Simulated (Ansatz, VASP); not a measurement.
**SnSe: VASP beside Ansatz**

The input INCAR:

```
SYSTEM = SnSe
PREC     = Accurate       ! precision mode
ENCUT    = 400            ! plane-wave cutoff, eV
EDIFF    = 1E-8           ! SCF threshold, eV
ISMEAR   = -1             ! smearing method
SIGMA    = 0.01           ! smearing width, eV
LREAL    = .FALSE.        ! projectors in reciprocal space
LASPH    = .TRUE.         ! aspherical terms in the spheres
NELM     = 120            ! most SCF steps
ALGO     = Normal         ! electronic algorithm
ISIF     = 2              ! what is computed and relaxed
LWAVE    = .FALSE.        ! write WAVECAR
LCHARG   = .FALSE.        ! write CHGCAR
GGA      = PE             ! functional
LEFG     = .TRUE.       
NBANDS   = 17             ! bands
GGA_COMPAT= .FALSE.
```

Contents of KPOINTS:

```
Automatic mesh
0
G
  7 7 7
  0 0 0
```

Contents of POSCAR:

```
SnSe
1.0
    0.0000000000      3.0593530340      3.0593530340
    3.0593530340      0.0000000000      3.0593530340
    3.0593530340      3.0593530340      0.0000000000
Sn Se
1 1
Direct
    0.0000000000      0.0000000000      0.0000000000
    0.5000000000      0.5000000000      0.5000000000
```

Input for Ansatz:

```yaml
crystal:
  lattice:
    - [0.0, 3.059353034, 3.059353034]
    - [3.059353034, 0.0, 3.059353034]
    - [3.059353034, 3.059353034, 0.0]
  atoms:
    - { symbol: Sn, position: [0.0, 0.0, 0.0] }
    - { symbol: Se, position: [0.5, 0.5, 0.5] }
kpoints:
  mp_grid: { grid: [7, 7, 7] }
scf:
  occupations: { method: fermi_dirac, width: 0.01 }
hamiltonian:
  xc: pbe
  pseudopotentials: { kind: all_electron, datasets: crystal }
output:
  forces: true
  stress: true
  eigenvalues: true
  efg: { contact_densities: true }
```

Change from the starting cell: volume scaled by 1.05, crystal datasets.

Alike in both runs: task electric field gradients; functional PBE; k mesh 7 × 7 × 7; occupations fermi-dirac, width 0.01 eV; no spin polarisation.

|  | VASP | Ansatz |
| --- | --- | --- |
| version | VASP 6.6.1 | Ansatz 0.2.0 |
| potentials or method | VASP PAW PBE potentials, release 64 (Sn_d, Se), cutoff 400 eV | all-electron PAW with datasets made for the crystal, scalar-relativistic |

|  | VASP | Ansatz | Ansatz less VASP |
| --- | --- | --- | --- |
| pressure (GPa) | -1.4 | -1.4 | +0.02 |

Ansatz ran all-electron here, and VASP with PAW potentials.
